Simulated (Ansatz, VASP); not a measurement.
Two plane-wave programs on Te2Mo

File INCAR:

```
SYSTEM = Te2Mo
ALGO = Normal
EDIFF = 1E-6
ENCUT = 500
GGA = PE
GGA_COMPAT = .FALSE.
ISIF = 2
ISMEAR = -1
LASPH = .TRUE.
LCHARG = .FALSE.
LREAL = .FALSE.
LWAVE = .FALSE.
NBANDS = 20
NELM = 120
PREC = Accurate
SIGMA = 0.2
```

The input KPOINTS:

```
k-points
0
G
  6 6 2
  0 0 0
```

The input POSCAR:

```
Te2Mo
1.0
    3.5371201374      0.0000000000      0.0000000000
   -1.7685600687      3.0632358953      0.0000000000
    0.0000000000      0.0000000000      7.8268333715
Te Mo
2 1
Direct
    0.3333333333      0.6666666667      0.7705163254
    0.3333333333      0.6666666667      0.2294836746
    0.0000000000      0.0000000000      0.0000000000
```

Input for Ansatz:

```yaml
crystal:
  lattice:
    - [3.5371201374, 0.0, 0.0]
    - [-1.7685600687, 3.0632358953, 0.0]
    - [0.0, 0.0, 7.8268333715]
  atoms:
    - { symbol: Te, position: [0.3333333333, 0.6666666667, 0.7705163254] }
    - { symbol: Te, position: [0.3333333333, 0.6666666667, 0.2294836746] }
    - { symbol: Mo, position: [0.0, 0.0, 0.0] }
kpoints:
  mp_grid: { grid: [6, 6, 2] }
hamiltonian:
  xc: pbe
scf:
  occupations: { method: fermi_dirac, width: 0.2 }
  n_extra_bands: 4
output:
  forces: true
  stress: true
  eigenvalues: true
```

Alike in both runs: task single point; functional PBE; k mesh 6 × 6 × 2; occupations fermi-dirac, width 0.2 eV; no spin polarisation.

```csv
,VASP,Ansatz
version,VASP 6.6.1,Ansatz 0.2.0
potentials or method,"VASP PAW PBE potentials, release 64 (Te, Mo_sv)",plane waves
plane-wave cutoff (eV),500,420
valence electrons in the cell,26,46
```

```tsv
	VASP	Ansatz	Ansatz less VASP
pressure (GPa)	1.9	1.9	-0.02
traceless stress, the component that is largest in VASP (GPa)	0.94	0.88	-0.056
rms of the force components (eV/Å)	0.108	0.102	-0.0060
```

Atom by atom the forces differ by 0.006 eV/Å (rms over components). The functional is the same, so the differences come from potentials, cutoffs and numerics. VASP's potentials hold 26 valence electrons a cell and Ansatz's 46, so a difference there can come from the potentials and not from the codes.

Neither program's run includes spin-orbit coupling.
